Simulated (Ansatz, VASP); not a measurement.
One calculation of MgO, two programs

```
CELL_PARAMETERS angstrom
3.34530 0.00000 0.00000
-1.67265 2.89711 0.00000
0.00000 0.00000 4.06980
ATOMIC_POSITIONS crystal
Mg 0.66667 0.33333 0.75000
Mg 0.33333 0.66667 0.25000
O 0.66667 0.33333 0.25000
O 0.33333 0.66667 0.75000
```

Alike in both runs: task single point; functional PBE; k mesh 9 × 9 × 6; occupations gaussian, width 0.05 eV; no spin polarisation.

```csv
,VASP,Ansatz
version,VASP 6.6.1,Ansatz 0.2.0
potentials or method,"VASP PAW PBE potentials, release 64 (Mg, O), cutoff 520 eV","scalar-relativistic, plane waves, PAW"
valence electrons in the cell,16,32
```

```csv
,VASP,Ansatz,Ansatz less VASP
gap on the k mesh at the Fermi level (eV),4.00,4.02,+0.020
least direct gap on the mesh (eV),4.00,4.02,+0.020
pressure (GPa),23.3,23.7,+0.42
"traceless stress, the component that is largest in VASP (GPa)",-1.51,-1.30,+0.201
```

VASP's potentials hold 16 valence electrons a cell and Ansatz's 32, so a difference there can come from the potentials and not from the codes.
